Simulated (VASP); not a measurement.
# CoBr (Pm-3m) in VASP: a series of runs

The runs below take CoBr through single point, relaxation of cell and atoms, with PBE.

All numbers are computed with VASP 6.6.1; they aren't measurements. Logs are shortened: lines on timing, memory, paths and dates and some standing lists are left out, and cuts for length are marked.

**1. The cell of the first run**

It takes space group Pm-3m (No. 221, cubic). Conventional cell: a = 3.245 Å, b = 3.245 Å, c = 3.245 Å, α = 90.00°, β = 90.00°, γ = 90.00°. Co (site symmetry m-3m) has 8 Br at 2.81 Å and 6 Co at 3.24 Å within 3.7 Å. Within 3.7 Å of Br (site symmetry m-3m) lie 8 Co at 2.81 Å and 6 Br at 3.24 Å.

**2. Single point, PBE, collinear spin, ferromagnetic start**

File INCAR:

```
SYSTEM = CoBr
PREC = Accurate
ENCUT = 520
EDIFF = 1E-6
ISMEAR = 0
SIGMA = 0.1
LREAL = .FALSE.
LASPH = .TRUE.
NELM = 150
ALGO = Normal
ISIF = 2
LWAVE = .FALSE.
LCHARG = .TRUE.
ISPIN = 2
MAGMOM = 2.18 0.13
LORBIT = 11
LMAXMIX = 4
GGA = PE
LELF = .TRUE.
LVHAR = .TRUE.
NBANDS = 19
```

File KPOINTS:

```
regular mesh
0
G
  6 6 6
  0 0 0
```

File POSCAR:

```
CoBr
1.0
    3.2448805786      0.0000000000      0.0000000000
    0.0000000000      3.2448805786      0.0000000000
    0.0000000000      0.0000000000      3.2448805786
Co Br
1 1
Direct
    0.0000000000      0.0000000000      0.0000000000
    0.5000000000      0.5000000000      0.5000000000
```

Potentials or basis: VASP PAW PBE potentials, release 64 (Co, Br).

Launch:

```console
> cat potpaw_PBE.64/Co/POTCAR potpaw_PBE.64/Br/POTCAR > POTCAR
> mpirun -np 1 vasp_std > vasp.out
```

OUTCAR:

```text
SYSTEM = CoBr
   PREC = Accurate
   ENCUT = 520
   EDIFF = 1E-6
   ISMEAR = 0
   LREAL = .FALSE.
   LASPH = .TRUE.
   NELM = 150
   ISIF = 2
   ISPIN = 2
   LORBIT = 11
   GGA = PE

 ion  position               nearest neighbor table
   1  0.000  0.000  0.000-   2 2.81   2 2.81   2 2.81   2 2.81   2 2.81   2 2.81   2 2.81   2 2.81

   2  0.500  0.500  0.500-   1 2.81   1 2.81   1 2.81   1 2.81   1 2.81   1 2.81   1 2.81   1 2.81

  LATTYP: Found a simple cubic cell.
 ALAT       =     3.2448805786

  Lattice vectors:

 A1 = (   3.2448805786,   0.0000000000,   0.0000000000)
 A2 = (   0.0000000000,   3.2448805786,   0.0000000000)
 A3 = (   0.0000000000,   0.0000000000,   3.2448805786)

Analysis of symmetry for initial positions (statically):
=====================================================================
 Subroutine PRICEL returns:
 Original cell was already a primitive cell.

 Routine SETGRP: Setting up the symmetry group for a
 simple cubic supercell.

 Subroutine GETGRP returns: Found 48 space group operations
 (whereof 48 operations were pure point group operations)
 out of a pool of 48 trial point group operations.

The static configuration has the point symmetry O_h .

Analysis of symmetry for dynamics (positions and initial velocities):
=====================================================================
 Subroutine PRICEL returns:
 Original cell was already a primitive cell.

 Routine SETGRP: Setting up the symmetry group for a
 simple cubic supercell.

 Subroutine GETGRP returns: Found 48 space group operations
 (whereof 48 operations were pure point group operations)
 out of a pool of 48 trial point group operations.

The dynamic configuration has the point symmetry O_h .

Analysis of structural, dynamic, and magnetic symmetry:
=====================================================================
 Subroutine PRICEL returns:
 Original cell was already a primitive cell.

 Routine SETGRP: Setting up the symmetry group for a
 simple cubic supercell.

 Subroutine GETGRP returns: Found 48 space group operations
 (whereof 48 operations were pure point group operations)
 out of a pool of 48 trial point group operations.

The overall configuration has the point symmetry O_h .

 Subroutine INISYM returns: Found 48 space group operations
 (whereof 48 operations are pure point group operations),
 and found     1 'primitive' translations

----------------------------------------------------------------------------------------

                                     Primitive cell

  volume of cell :      34.1662

  direct lattice vectors                    reciprocal lattice vectors
     3.244880579  0.000000000  0.000000000     0.308177751  0.000000000  0.000000000
     0.000000000  3.244880579  0.000000000     0.000000000  0.308177751  0.000000000
     0.000000000  0.000000000  3.244880579     0.000000000  0.000000000  0.308177751

  length of vectors
     3.244880579  3.244880579  3.244880579     0.308177751  0.308177751  0.308177751

  position of ions in fractional coordinates (direct lattice)
     0.000000000  0.000000000  0.000000000
     0.500000000  0.500000000  0.500000000

  ion indices of the primitive-cell ions
   primitive index   ion index
                 1           1
                 2           2

----------------------------------------------------------------------------------------

 KPOINTS: regular mesh

Automatic generation of k-mesh.
 Grid dimensions read from file:
 generate k-points for:    6    6    6

 Generating k-lattice:

  Cartesian coordinates                     Fractional coordinates (reciprocal lattice)
     0.051362959  0.000000000  0.000000000     0.166666667  0.000000000  0.000000000
     0.000000000  0.051362959  0.000000000     0.000000000  0.166666667  0.000000000
     0.000000000  0.000000000  0.051362959     0.000000000  0.000000000  0.166666667

  Length of vectors
     0.051362959  0.051362959  0.051362959

  Shift w.r.t. Gamma in fractional coordinates (k-lattice)
     0.000000000  0.000000000  0.000000000

 Subroutine IBZKPT returns following result:
 ===========================================

 Found     20 irreducible k-points:

 Following reciprocal coordinates:
            Coordinates               Weight
  0.000000  0.000000  0.000000      1.000000
  0.166667  0.000000  0.000000      6.000000
  0.333333  0.000000  0.000000      6.000000
  0.500000  0.000000  0.000000      3.000000
  0.166667  0.166667  0.000000     12.000000
  0.333333  0.166667  0.000000     24.000000
[... 12 lines left out ...]
  0.500000  0.500000  0.333333      6.000000
  0.500000  0.500000  0.500000      1.000000
   k-points           NKPTS =     20   k-points in BZ     NKDIM =     20   number of bands    NBANDS=     19
   number of dos      NEDOS =    301   number of ions     NIONS =      2
   total plane-waves  NPLWV =  13824
   dimension x,y,z NGX =    24 NGY =   24 NGZ =   24
   dimension x,y,z NGXF=    48 NGYF=   48 NGZF=   48
   ions per type =               1   1
   NGX,Y,Z   is equivalent  to a cutoff of  12.30, 12.30, 12.30 a.u.
   NGXF,Y,Z  is equivalent  to a cutoff of  24.59, 24.59, 24.59 a.u.
 SYSTEM =  CoBr
   PREC   = accura    normal or accurate (medium, high low for compatibility)
   ISTART =      0    job   : 0-new  1-cont  2-samecut
   ICHARG =      2    charge: 1-file 2-atom 10-const
   ISPIN  =      2    spin polarized calculation?
   LNONCOLLINEAR =      F non collinear calculations
   LSORBIT =      F    spin-orbit coupling
   LASPH  =      T    aspherical Exc in radial PAW
   ENCUT  =  520.0 eV  38.22 Ry    6.18 a.u.   6.03  6.03  6.03*2*pi/ulx,y,z
   NELM   =    150;   NELMIN=  2; NELMDL= -5     # of ELM steps
   EDIFF  = 0.1E-05   stopping-criterion for ELM
   LREAL  =      F    real-space projection
   EDIFFG = 0.1E-04   stopping-criterion for IOM
   NSW    =      0    number of steps for IOM
   IBRION =     -1    ionic relax: 0-MD 1-quasi-New 2-CG
   NFREE  =      0    steps in history (QN), initial steepest desc. (CG)
   ISIF   =      2    stress and relaxation
   ISYM   =      2    0-nonsym 1-usesym 2-fastsym
   POTIM  = 0.5000    time-step for ionic-motion
   TEBEG  =    0.0;   TEEND  =   0.0 temperature during run
   PSTRESS=    0.0 pullay stress
   NELECT =      16.0000    total number of electrons
   NUPDOWN=      -1.0000    fix difference up-down
   EMIN   =  10.00;   EMAX   =-10.00  energy-range for DOS
   EFERMI =   0.00;   METHOD = LEGACY
   ISMEAR =     0;   SIGMA  =   0.10  broadening in eV -4-tet -1-fermi 0-gaus
   EFERMI_NEDOS =   21; number of points for ismear=-14 and -15
   IALGO  =     38    algorithm
   IMIX   =      4    mixing-type and parameters
     AMIX     =   0.40;   BMIX     =  1.00
     AMIX_MAG =   1.60;   BMIX_MAG =  1.00
  volume/ion in A,a.u.               =      17.08       115.28
  Fermi-wavevector in a.u.,A,eV,Ry     =   1.271304  2.402416 21.989927  1.616214
  Thomas-Fermi vector in A             =   2.404244
   LORBIT       =     11    0 simple, 1 ext, 2 COOP (PROOUT), +10 PAW based schemes
   GGA     = PE    functional components
   LHFCALC =     F    Hartree Fock is set to
   AEXX    =    0.0000 exact exchange contribution
   IVDW    =     0    specifies the selected vdW correction
   LEPSILON=     F    determine dielectric tensor
   LRPA    =     F    only Hartree local field effects (RPA)
 spin polarized calculation
 Gauss-broadening in eV      SIGMA  =   0.10
  energy-cutoff  :      520.00
  volume of cell :       34.17
 maximum number of plane-waves:       931
   NGX = 13   NGY = 13   NGZ = 13

 number of electron      15.9999994 magnetization       2.0090804

 Free energy of the ion-electron system (eV)
  ---------------------------------------------------
  ext. energy  EPLUGINS =         0.00000000
  ---------------------------------------------------
  free energy    TOTEN  =        -7.24113921 eV

  energy without entropy =       -7.22979226  energy(sigma->0) =       -7.23546573

 E-fermi :   7.2461     XC(G=0): -11.1345

 val. band max:        7.2350475645   @ k =   0.5000   0.0000   0.0000
 cond. band min:       7.2583376397   @ k =   0.5000   0.3333   0.0000
 fundamental gap:      0.0232900753
 Fermi energy:         7.2460870699

 spin component 1

 k-point     1 :       0.0000    0.0000    0.0000
  band No.  band energies     occupation
      1     -10.6041      1.00000
      2       3.9236      1.00000
      3       3.9236      1.00000
      4       3.9236      1.00000
      5       4.3260      1.00000
      6       4.3260      1.00000
[... 11 lines left out ...]
     18      22.7411      0.00000
     19      26.1167      0.00000

 k-point     2 :       0.1667    0.0000    0.0000
  band No.  band energies     occupation
      1     -10.4146      1.00000
      2       1.9051      1.00000
      3       3.7505      1.00000
      4       3.7505      1.00000
      5       4.3882      1.00000
      6       4.8133      1.00000
[... 11 lines left out ...]
     18      23.6989      0.00000
     19      23.6989      0.00000

 k-point     3 :       0.3333    0.0000    0.0000
  band No.  band energies     occupation
      1      -9.9829      1.00000
      2      -0.2696      1.00000
      3       3.5135      1.00000
      4       3.5135      1.00000
      5       4.5163      1.00000
      6       5.3065      1.00000
[... 345 lines left out ...]
  band No.  band energies     occupation
      1      -8.5451      1.00000
      2       0.6822      1.00000
      3       0.6822      1.00000
      4       1.5056      1.00000
      5       5.2666      1.00000
      6       5.6358      1.00000
[... 11 lines left out ...]
     18      29.0859      0.00000
     19      29.0861      0.00000

 k-point    20 :       0.5000    0.5000    0.5000
  band No.  band energies     occupation
      1      -8.3426      1.00000
      2       0.7571      1.00000
      3       0.7571      1.00000
      4       0.7571      1.00000
      5       5.6401      1.00000
      6       5.6401      1.00000
[... 11 lines left out ...]
     18      27.2557      0.00000
     19      30.7776      0.00000
 Fermi energy:         7.2460870699

 spin component 2

 k-point     1 :       0.0000    0.0000    0.0000
  band No.  band energies     occupation
      1     -10.4629      1.00000
      2       4.0680      1.00000
      3       4.0680      1.00000
      4       4.0680      1.00000
      5       5.7290      1.00000
      6       5.7290      1.00000
[... 11 lines left out ...]
     18      22.9308      0.00000
     19      25.9818      0.00000

 k-point     2 :       0.1667    0.0000    0.0000
  band No.  band energies     occupation
      1     -10.2703      1.00000
      2       2.0726      1.00000
      3       4.0621      1.00000
      4       4.0621      1.00000
      5       5.8255      1.00000
      6       6.2332      1.00000
[... 11 lines left out ...]
     18      23.8803      0.00000
     19      23.8803      0.00000

 k-point     3 :       0.3333    0.0000    0.0000
  band No.  band energies     occupation
      1      -9.8305      1.00000
      2      -0.1527      1.00000
      3       4.0439      1.00000
      4       4.0439      1.00000
      5       6.0293      1.00000
      6       6.9850      0.99989
[... 346 lines left out ...]
      1      -8.3611      1.00000
      2       0.9104      1.00000
      3       0.9104      1.00000
      4       1.8304      1.00000
      5       6.7132      1.00000
      6       7.3492      0.07229
[... 11 lines left out ...]
     18      29.0760      0.00000
     19      29.1054      0.00000

 k-point    20 :       0.5000    0.5000    0.5000
  band No.  band energies     occupation
      1      -8.1559      1.00000
      2       1.0488      1.00000
      3       1.0488      1.00000
      4       1.0488      1.00000
      5       7.5169      0.00006
      6       7.5169      0.00006
[... 11 lines left out ...]
     18      27.4168      0.00000
     19      30.9151      0.00000

------------------------ aborting loop because EDIFF is reached ----------------------------------------

  FORCE on cell =-STRESS in cart. coord.  units (eV):
  Direction    XX          YY          ZZ          XY          YZ          ZX
  --------------------------------------------------------------------------------------
  -------------------------------------------------------------------------------------
  Total        0.0368477      0.0368477      0.0368477     -0.0000000     -0.0000000      0.0000000
  in kB        1.7279247      1.7279247      1.7279247     -0.0000000     -0.0000000      0.0000000
  external PRESSURE =       1.7279247 kB  Pullay stress =       0.0000000 kB

 VOLUME and BASIS-vectors are now :
 -----------------------------------------------------------------------------
  energy-cutoff  :      520.00
  volume of cell :       34.17
      direct lattice vectors                 reciprocal lattice vectors
     3.244880579  0.000000000  0.000000000     0.308177751  0.000000000  0.000000000
     0.000000000  3.244880579  0.000000000     0.000000000  0.308177751  0.000000000
     0.000000000  0.000000000  3.244880579     0.000000000  0.000000000  0.308177751

 POSITION                                       TOTAL-FORCE (eV/Angst)
 -----------------------------------------------------------------------------------
      0.00000      0.00000      0.00000         0.000000      0.000000      0.000000
      1.62244      1.62244      1.62244         0.000000      0.000000      0.000000
 -----------------------------------------------------------------------------------
    total drift:                                0.000000      0.000000     -0.000000

  FREE ENERGIE OF THE ION-ELECTRON SYSTEM (eV)
  ---------------------------------------------------
  free  energy   TOTEN  =        -7.2411392121 eV

  energy  without entropy=       -7.2297922557  energy(sigma->0) =       -7.23546573

 total charge

# of ion       s       p       d       tot
------------------------------------------
    1        0.229   0.191   7.358   7.778
    2        1.638   3.140   0.068   4.846
--------------------------------------------------
tot          1.867   3.332   7.426  12.625

 magnetization (x)

# of ion       s       p       d       tot
------------------------------------------
    1       -0.017  -0.005   1.920   1.899
    2        0.008   0.176  -0.013   0.170
--------------------------------------------------
tot         -0.009   0.170   1.907   2.069
```

Wall time 12 s (1 thread of Intel Xeon 6975P-C, shared host); peak memory 0.16 GiB.

What came out:

- Free energy: -7.2411 eV
- Pressure: 0.2 GPa
- Band gap on the k mesh: zero (filled and empty bands overlap)
- Net moment: 2.01 μB per cell
- Site moments: Co +1.90; Br +0.17 μB
- Valence electrons inside the program's atomic spheres: Co 7.78; Br 4.85

Levels at points of the mesh, in eV from the Fermi level:
Spin up:
```tsv
k point	band 6	band 7	band 8	band 9	band 10	band 11	band 12	band 13
(0.00, 0.00, 0.00)	-2.92	-1.98	-1.98	-1.98	-0.55	6.32	6.32	12.81
(0.50, 0.00, 0.00)	-1.93	-1.64	-0.57	-0.57	3.26	5.34	6.78	7.55
(0.50, 0.50, 0.00)	-2.29	-2.16	-2.03	-1.62	0.35	8.31	8.31	8.46
(0.50, 0.50, 0.50)	-1.61	-0.80	-0.80	-0.80	1.63	1.63	1.63	4.64
```
Spin down:
| k point | band 3 | band 4 | band 5 | band 6 | band 7 | band 8 | band 9 | band 10 | band 11 | band 12 |
| --- | --- | --- | --- | --- | --- | --- | --- | --- | --- | --- |
| (0.00, 0.00, 0.00) | -3.18 | -3.18 | -1.52 | -1.52 | -0.36 | -0.09 | -0.09 | -0.09 | 6.70 | 6.70 |
| (0.50, 0.00, 0.00) | -3.21 | -3.21 | -1.11 | -0.01 | 0.16 | 0.90 | 0.90 | 3.27 | 5.71 | 6.77 |
| (0.50, 0.50, 0.00) | -6.72 | -2.05 | -1.86 | -0.52 | -0.52 | -0.41 | 0.25 | 1.35 | 8.39 | 8.39 |
| (0.50, 0.50, 0.50) | -6.20 | -6.20 | 0.27 | 0.27 | 0.96 | 0.96 | 0.96 | 1.62 | 1.62 | 1.62 |

Caveat: semilocal functionals often make such compounds metallic where correlation or magnetic order opens a gap, which also shifts bond lengths.

(Continued in part 2 of 2.)
